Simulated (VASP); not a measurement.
# O (Im-3m) in VASP: further runs

The runs below take O through single point, with PBE.

Everything below comes from runs of VASP 6.6.1. Logs are shortened: lines on timing, memory, paths and dates and some standing lists are left out, and cuts for length are marked.

## (1) The cell of the first run

Symmetry: Im-3m, No. 229, cubic system. Conventional cell: a = 2.599 Å, b = 2.599 Å, c = 2.599 Å, α = 90.00°, β = 90.00°, γ = 90.00°. O (site symmetry m-3m) has 14 O at 2.25 to 2.60 Å within 3.0 Å.

## (2) Single point, PBE (Se replaced by O, lengths x 0.730, strained)

INCAR

```
PREC = Accurate
ENCUT = 600
EDIFF = 1E-6
ISMEAR = 0
SIGMA = 0.1
LREAL = False
LASPH = True
NELM = 120
ALGO = Normal
ISIF = 2
LWAVE = False
LCHARG = True
GGA = PE
LELF = True
LVHAR = True
NBANDS = 9
GGA_COMPAT = False
```

KPOINTS

```
Automatic mesh
0
Gamma
  10 10 10
```

POSCAR

```
O
1.0
   -1.2995503869      1.2995503869      1.2995503869
    1.2995503869     -1.2995503869      1.2995503869
    1.2995503869      1.2995503869     -1.2995503869
O
1
Direct
    0.0000000000      0.0000000000      0.0000000000
```

Potentials or basis: VASP PAW PBE potentials, release 64 (O).

Started as:

```console
cat potpaw_PBE.64/O/POTCAR > POTCAR
mpirun -np 1 vasp_std > vasp.out
```

OUTCAR:

```text
PREC = Accurate
   ENCUT = 600
   EDIFF = 1E-6
   ISMEAR = 0
   LREAL = False
   LASPH = True
   NELM = 120
   ISIF = 2
   GGA = PE

 ion  position               nearest neighbor table
   1  0.000  0.000  0.000-

  LATTYP: Found a body centered cubic cell.
 ALAT       =     2.5991007738

  Lattice vectors:

 A1 = (  -1.2995503869,   1.2995503869,   1.2995503869)
 A2 = (   1.2995503869,  -1.2995503869,   1.2995503869)
 A3 = (   1.2995503869,   1.2995503869,  -1.2995503869)

Analysis of symmetry for initial positions (statically):
=====================================================================
 Subroutine PRICEL returns:
 Original cell was already a primitive cell.

 Routine SETGRP: Setting up the symmetry group for a
 body centered cubic supercell.

 Subroutine GETGRP returns: Found 48 space group operations
 (whereof 48 operations were pure point group operations)
 out of a pool of 48 trial point group operations.

The static configuration has the point symmetry O_h .

Analysis of symmetry for dynamics (positions and initial velocities):
=====================================================================
 Subroutine PRICEL returns:
 Original cell was already a primitive cell.

 Routine SETGRP: Setting up the symmetry group for a
 body centered cubic supercell.

 Subroutine GETGRP returns: Found 48 space group operations
 (whereof 48 operations were pure point group operations)
 out of a pool of 48 trial point group operations.

The dynamic configuration has the point symmetry O_h .

 Subroutine INISYM returns: Found 48 space group operations
 (whereof 48 operations are pure point group operations),
 and found     1 'primitive' translations

----------------------------------------------------------------------------------------

                                     Primitive cell

  volume of cell :       8.7789

  direct lattice vectors                    reciprocal lattice vectors
    -1.299550387  1.299550387  1.299550387     0.000000000  0.384748452  0.384748452
     1.299550387 -1.299550387  1.299550387     0.384748452  0.000000000  0.384748452
     1.299550387  1.299550387 -1.299550387     0.384748452  0.384748452  0.000000000

  length of vectors
     2.250887297  2.250887297  2.250887297     0.544116479  0.544116479  0.544116479

  position of ions in fractional coordinates (direct lattice)
     0.000000000  0.000000000  0.000000000
[... 78 lines left out ...]
   EDIFFG = 0.1E-04   stopping-criterion for IOM
   NSW    =      0    number of steps for IOM
   IBRION =     -1    ionic relax: 0-MD 1-quasi-New 2-CG
   NFREE  =      0    steps in history (QN), initial steepest desc. (CG)
   ISIF   =      2    stress and relaxation
   ISYM   =      2    0-nonsym 1-usesym 2-fastsym
   POTIM  = 0.5000    time-step for ionic-motion
   TEBEG  =    0.0;   TEEND  =   0.0 temperature during run
   PSTRESS=    0.0 pullay stress
   NELECT =       6.0000    total number of electrons
   NUPDOWN=      -1.0000    fix difference up-down
   EMIN   =  10.00;   EMAX   =-10.00  energy-range for DOS
   EFERMI =   0.00;   METHOD = LEGACY
   ISMEAR =     0;   SIGMA  =   0.10  broadening in eV -4-tet -1-fermi 0-gaus
   EFERMI_NEDOS =   21; number of points for ismear=-14 and -15
   IALGO  =     38    algorithm
   IMIX   =      4    mixing-type and parameters
     AMIX     =   0.40;   BMIX     =  1.00
     AMIX_MAG =   1.60;   BMIX_MAG =  1.00
  volume/ion in A,a.u.               =       8.78        59.24
  Fermi-wavevector in a.u.,A,eV,Ry     =   1.442045  2.725070 28.293228  2.079494
  Thomas-Fermi vector in A             =   2.560609
   LORBIT       =      0    0 simple, 1 ext, 2 COOP (PROOUT), +10 PAW based schemes
   GGA     = PE    functional components
   LHFCALC =     F    Hartree Fock is set to
   AEXX    =    0.0000 exact exchange contribution
   IVDW    =     0    specifies the selected vdW correction
   LEPSILON=     F    determine dielectric tensor
   LRPA    =     F    only Hartree local field effects (RPA)
 non-spin polarized calculation
 Gauss-broadening in eV      SIGMA  =   0.10
  energy-cutoff  :      600.00
  volume of cell :        8.78
 maximum number of plane-waves:       321
 NGX is ok and might be reduce to    18
   NGX =  9   NGY =  9   NGZ =  9

 number of electron       6.0000003 magnetization

 Free energy of the ion-electron system (eV)
  ---------------------------------------------------
  ext. energy  EPLUGINS =         0.00000000
  ---------------------------------------------------
  free energy    TOTEN  =        -2.41314442 eV

  energy without entropy =       -2.40312831  energy(sigma->0) =       -2.40813636

 E-fermi :   0.7661     XC(G=0): -11.5320

 val. band max:        0.7479000282   @ k =   0.3000   0.2000   0.1000
 cond. band min:       0.8336208732   @ k =   0.4000   0.0000   0.0000
 fundamental gap:      0.0857208450
 Fermi energy:         0.7660862583

 k-point     1 :       0.0000    0.0000    0.0000
  band No.  band energies     occupation
      1     -19.3435      2.00000
      2       2.4031      0.00000
      3       2.4031      0.00000
      4       2.4031      0.00000
      5      17.5461      0.00000
      6      35.5252      0.00000
      7      35.5252      0.00000
      8      35.5252      0.00000
      9      39.1255      0.00000
[... 265 lines left out ...]
 k-point    24 :      -0.3000    0.3000    0.1000
  band No.  band energies     occupation
      1     -17.0003      2.00000
      2      -2.0962      2.00000
      3       0.9947      0.00123
      4       1.7845      0.00000
      5      20.6888      0.00000
      6      25.2428      0.00000
      7      29.4010      0.00000
      8      33.5029      0.00000
      9      41.6276      0.00000

 [... further k-points ...]

------------------------ aborting loop because EDIFF is reached ----------------------------------------

  FORCE on cell =-STRESS in cart. coord.  units (eV):
  Direction    XX          YY          ZZ          XY          YZ          ZX
  --------------------------------------------------------------------------------------
  -------------------------------------------------------------------------------------
  Total       -0.7133936     -0.7133936     -0.7133936     -0.0000000      0.0000000     -0.0000000
  in kB     -130.1968440   -130.1968440   -130.1968440     -0.0000000      0.0000000     -0.0000000
  external PRESSURE =    -130.1968440 kB  Pullay stress =       0.0000000 kB

 VOLUME and BASIS-vectors are now :
 -----------------------------------------------------------------------------
  energy-cutoff  :      600.00
  volume of cell :        8.78
      direct lattice vectors                 reciprocal lattice vectors
    -1.299550387  1.299550387  1.299550387     0.000000000  0.384748452  0.384748452
     1.299550387 -1.299550387  1.299550387     0.384748452  0.000000000  0.384748452
     1.299550387  1.299550387 -1.299550387     0.384748452  0.384748452  0.000000000

 POSITION                                       TOTAL-FORCE (eV/Angst)
 -----------------------------------------------------------------------------------
      0.00000      0.00000      0.00000         0.000000     -0.000000      0.000000
 -----------------------------------------------------------------------------------
    total drift:                               -0.000000     -0.000000      0.000000

  FREE ENERGIE OF THE ION-ELECTRON SYSTEM (eV)
  ---------------------------------------------------
  free  energy   TOTEN  =        -2.4131444166 eV

  energy  without entropy=       -2.4031283104  energy(sigma->0) =       -2.40813636
```

OSZICAR:

```text
N       E                     dE             d eps       ncg     rms          rms(c)
DAV:   1     0.697705625035E+01    0.69771E+01   -0.39347E+03   926   0.723E+02
DAV:   2    -0.233906512787E+01   -0.93161E+01   -0.90736E+01   919   0.951E+01
DAV:   3    -0.241425102925E+01   -0.75186E-01   -0.68317E-01  1046   0.685E+00
DAV:   4    -0.241430878610E+01   -0.57757E-04   -0.57756E-04   997   0.213E-01
DAV:   5    -0.241430883614E+01   -0.50044E-07   -0.50060E-07  1027   0.548E-03    0.438E-01
DAV:   6    -0.241235885618E+01    0.19500E-02   -0.80817E-03   950   0.656E-01    0.181E-01
DAV:   7    -0.241287046090E+01   -0.51160E-03   -0.20097E-03   912   0.346E-01    0.724E-02
DAV:   8    -0.241314450634E+01   -0.27405E-03   -0.16866E-04   917   0.124E-01    0.455E-03
DAV:   9    -0.241314441665E+01    0.89688E-07   -0.44643E-07   941   0.740E-03
   1 F= -.24131444E+01 E0= -.24081364E+01  d E =-.100161E-01
```

stdout:

```text
POSCAR found type information on POSCAR O
 POSCAR found :  1 types and       1 ions
 scaLAPACK will be used
 LDA part: xc-table for (Slater+PW92), standard interpolation
 POSCAR, INCAR and KPOINTS ok, starting setup
 FFT: planning ... GRIDC
 FFT: planning ... GRID_SOFT
 FFT: planning ... GRID
 WAVECAR not read
 entering main loop
```

It took 3.2 s on 1 thread of AMD EPYC 7R43 (Zen 3), shared host; peak memory 0.08 GiB.

What came out:

| Quantity | Value |
| --- | --- |
| Free energy | -2.4131 eV |
| Pressure | -13.0 GPa |
| Band gap on the k mesh | zero (bands 3 and 4 overlap by 4.09 eV) |

Caveat: the cell differs from its parent crystal (Se replaced by O, lengths x 0.730, strained); the cell stands under tension.

## (3) Single point, PBE (Se replaced by O, lengths x 0.730, strained)

INCAR

```
PREC = Accurate ; ENCUT = 520
EDIFF = 1E-6 ; ISMEAR = 0
SIGMA = 0.1 ; LREAL = False
LASPH = True ; NELM = 80
ALGO = Normal ; ISIF = 2
LWAVE = False ; LCHARG = False
GGA = PE ; NBANDS = 9
```

KPOINTS

```
regular mesh
0
Gamma
  10 10 10
```

POSCAR

```
O
1.0
   -1.2268170490      1.2268170490      1.2268170490
    1.2268170490     -1.2268170490      1.2268170490
    1.2268170490      1.2268170490     -1.2268170490
O
1
Direct
    0.0000000000      0.0000000000      0.0000000000
```

Potentials or basis: VASP PAW PBE potentials, release 64 (O).

Started as:

```console
cat potpaw_PBE.64/O/POTCAR > POTCAR
mpirun -np 1 vasp_std > vasp.out
```

OUTCAR:

```text
PREC = Accurate
   ENCUT = 520
   EDIFF = 1E-6
   ISMEAR = 0
   LREAL = False
   LASPH = True
   NELM = 80
   ISIF = 2
   GGA = PE

 ion  position               nearest neighbor table
   1  0.000  0.000  0.000-

  LATTYP: Found a body centered cubic cell.
 ALAT       =     2.4536340980

  Lattice vectors:

 A1 = (  -1.2268170490,   1.2268170490,   1.2268170490)
 A2 = (   1.2268170490,  -1.2268170490,   1.2268170490)
[... 466 lines left out ...]
      8      37.9310      0.00000
      9      47.2635      0.00000

 [... further k-points ...]

------------------------ aborting loop because EDIFF is reached ----------------------------------------

  FORCE on cell =-STRESS in cart. coord.  units (eV):
  Direction    XX          YY          ZZ          XY          YZ          ZX
  --------------------------------------------------------------------------------------
  -------------------------------------------------------------------------------------
  Total        0.4701465      0.4701465      0.4701465      0.0000000     -0.0000000     -0.0000000
  in kB      101.9869053    101.9869053    101.9869053      0.0000000     -0.0000000     -0.0000000
  external PRESSURE =     101.9869053 kB  Pullay stress =       0.0000000 kB

 VOLUME and BASIS-vectors are now :
 -----------------------------------------------------------------------------
  energy-cutoff  :      520.00
  volume of cell :        7.39
      direct lattice vectors                 reciprocal lattice vectors
    -1.226817049  1.226817049  1.226817049     0.000000000  0.407558731  0.407558731
     1.226817049 -1.226817049  1.226817049     0.407558731  0.000000000  0.407558731
     1.226817049  1.226817049 -1.226817049     0.407558731  0.407558731  0.000000000

 POSITION                                       TOTAL-FORCE (eV/Angst)
 -----------------------------------------------------------------------------------
      0.00000      0.00000      0.00000         0.000000     -0.000000      0.000000
 -----------------------------------------------------------------------------------
    total drift:                                0.000000      0.000000     -0.000000

  FREE ENERGIE OF THE ION-ELECTRON SYSTEM (eV)
  ---------------------------------------------------
  free  energy   TOTEN  =        -2.4378371668 eV

  energy  without entropy=       -2.4279351904  energy(sigma->0) =       -2.43288618
```

It took 3.7 s on 1 thread of Intel Xeon 8259CL, shared host; peak memory 0.11 GiB.

Results:

```
Free energy            : -2.4378 eV
Pressure               : 10.2 GPa
Band gap on the k mesh : zero (bands 3 and 4 overlap by 5.21 eV)
```

Caveat: the k points lie up to 0.36 Å⁻¹ apart, too coarse for converged energies and pressures of a metal; the cell differs from its parent crystal (Se replaced by O, lengths x 0.730, strained).

## (4) Single point, PBE (Se replaced by O, lengths x 0.730, strained)

INCAR

```
PREC     = Accurate       # precision mode
ENCUT    = 520            # plane-wave cutoff, eV
EDIFF    = 1E-6           # SCF threshold, eV
ISMEAR   = 0              # smearing method
SIGMA    = 0.1            # smearing width, eV
LREAL    = F              # projectors in reciprocal space
LASPH    = T              # aspherical terms in the spheres
NELM     = 60             # most SCF steps
ALGO     = Normal         # electronic algorithm
ISIF     = 2              # what is computed and relaxed
LWAVE    = F              # write WAVECAR
LCHARG   = F              # write CHGCAR
GGA      = PE             # functional
NBANDS   = 9              # bands
```

KPOINTS

```
Automatic mesh
0
Gamma
  24 24 24
```

POSCAR is that of step 3.

Started as:

```console
cat potpaw_PBE.64/O/POTCAR > POTCAR
mpirun -np 1 vasp_std > vasp.out
```

Run time: 18 s. Hardware: 1 thread of Intel Xeon 8259CL, shared host; peak memory 0.13 GiB.

The run converged. Its results:

* Free energy: -2.4665 eV
* Pressure: 8.3 GPa
* Band gap on the k mesh: zero (bands 3 and 4 overlap by 5.37 eV)

Levels at points of the mesh, in eV from the Fermi level:
| k point | band 1 | band 2 | band 3 | band 4 | band 5 | band 6 | band 7 | band 8 |
| --- | --- | --- | --- | --- | --- | --- | --- | --- |
| (0.00, 0.00, 0.00) | -22.04 | 1.97 | 1.97 | 1.97 | 19.65 | 36.94 | 36.94 | 36.94 |
| (0.50, 0.00, 0.00) | -16.91 | -7.29 | -0.22 | 1.57 | 20.32 | 27.24 | 27.46 | 38.58 |
| (0.50, 0.50, 0.50) | -13.96 | -3.24 | -3.24 | -3.24 | 17.44 | 17.44 | 37.43 | 37.43 |

Caveat: the cell differs from its parent crystal (Se replaced by O, lengths x 0.730, strained); the cell stands under pressure.

## (5) Summary

```csv
cell,k mesh,cutoff (eV),gap on the mesh (eV),pressure (GPa)
"a = 2.251 Å, angles 109.5°, 1 atom",10 × 10 × 10,600,none,-13.0
"a = 2.125 Å, angles 109.5°, 1 atom",10 × 10 × 10,520,none,10.2
"a = 2.125 Å, angles 109.5°, 1 atom",24 × 24 × 24,520,none,8.3
```

Alike in all rows: task single point; level PBE; potentials or basis VASP PAW PBE potentials, release 64 (O); no spin polarisation; smearing gaussian 0.1 eV.

Caveats: some runs use coarse meshes; the cell stands under tension (at least some runs); the cell stands under pressure (at least some runs).

Total energies depend on the potentials used, so only differences within one code and one set of settings carry meaning.
